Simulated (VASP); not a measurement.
## Al2O3 (Corundum): relaxation of cell and atoms with BLYP+D3(BJ)

The system is Al2O3 (Corundum).

```xyz
10
Lattice="2.3803 1.3742 4.3319 -2.3803 1.3742 4.3319 0.0000 -2.7485 4.3319" Properties=species:S:1:pos:R:3 pbc="T T T"
Al    0.0000    0.0000   11.0743
Al    0.0000    0.0000    8.4191
Al    0.0000    0.0000    1.9213
Al    0.0000    0.0000    4.5765
O    -1.6503   -0.1099    5.4148
O     0.7300    1.4841    5.4148
O     0.9203   -1.3742    5.4148
O     1.6503    0.1099    7.5808
O    -0.7300   -1.4841    7.5808
O    -0.9203    1.3742    7.5808
```

```json
{
 "Program": "VASP 6.6.1",
 "Task": "relaxation of cell and atoms",
 "Functional": "BLYP",
 "Dispersion": "D3(BJ)",
 "Potentials or basis": "VASP PAW PBE potentials, release 64 (Al, O)",
 "Cutoff": "600 eV",
 "k mesh": "7 × 7 × 7",
 "Occupations": "fermi-dirac, width 0.05 eV",
 "Spin": "no spin polarisation",
 "Dipole correction": "no",
 "Further INCAR settings": "ALGO = Normal; EDIFF = 1e-07; IBRION = 2; EDIFFG = -0.01; NSW = 60; ISIF = 3"
}
```

| Quantity | Value |
| --- | --- |
| Relaxed volume | 8.56 Å³/atom |
| Relaxed cell | a = 5.142 Å, b = 5.142 Å, c = 5.142 Å, α = 55.31°, β = 55.31°, γ = 55.31° |
| Space group after relaxing (to 0.05 Å) | R-3c (No. 167) |
| Energy gained by relaxing | 0.4 meV/atom |
| Ionic steps | 5 |
| Pressure after relaxing | 0.0 GPa |
| Largest force after relaxing | 0.005 eV/Å |
| Band gap on the k mesh | 6.38 eV, direct |
| Dispersion energy per atom | -0.503 eV |

Forces in eV/Å, atoms in the order of the input:
```
Al   0.000  0.000  0.005
Al   0.000  0.000 -0.005
Al   0.000  0.000 -0.005
Al   0.000  0.000  0.005
O   -0.001 -0.002  0.000
O   -0.001  0.002  0.000
O    0.002  0.000  0.000
O    0.001  0.002  0.000
O    0.001 -0.002  0.000
O   -0.002  0.000  0.000
```

Stress tensor (GPa, compression positive):
```
 0.04  0.00  0.00
 0.00  0.04  0.00
 0.00  0.00 -0.04
```

The path:
| step | energy change (eV) | largest force (eV/Å) | pressure (GPa) | volume (Å³) |
| --- | --- | --- | --- | --- |
| 1 | 0.0000 | 0.0233 | 1.81 | 85.02 |
| 2 | -0.0009 | 0.0206 | -1.57 | 86.21 |
| 3 | -0.0037 | 0.0201 | -0.03 | 85.65 |
| 4 | -0.0037 | 0.0202 | 0.01 | 85.64 |
| 5 | -0.0037 | 0.0049 | 0.02 | 85.64 |

Final structure:
```
Al O
1.0
     2.38643    1.37781    4.34094
    -2.38643    1.37781    4.34094
     0.00000   -2.75561    4.34094
Al O
4 6
Direct
  0.85227 0.85227 0.85227
  0.64773 0.64773 0.64773
  0.14773 0.14773 0.14773
  0.35227 0.35227 0.35227
  0.05680 0.75000 0.44320
  0.75000 0.44320 0.05680
  0.44320 0.05680 0.75000
  0.94320 0.25000 0.55680
  0.25000 0.55680 0.94320
  0.55680 0.94320 0.25000
```

Levels at points of the mesh, in eV from the valence-band top:
```csv
k point,band 20,band 21,band 22,band 23,band 24,band 25,band 26,band 27,band 28,band 29
"(0.00, 0.00, 0.00)",-0.48,-0.48,-0.05,-0.05,0.00,6.38,9.35,10.69,11.73,11.73
```

It took 14 min on 1 thread of AMD EPYC 7R13 (shared host), peak memory 0.31 GiB.

Caveat: the PAW data sets were made with another functional, which shifts forces and pressure a little. Zero-point motion and thermal expansion aren't in these numbers.
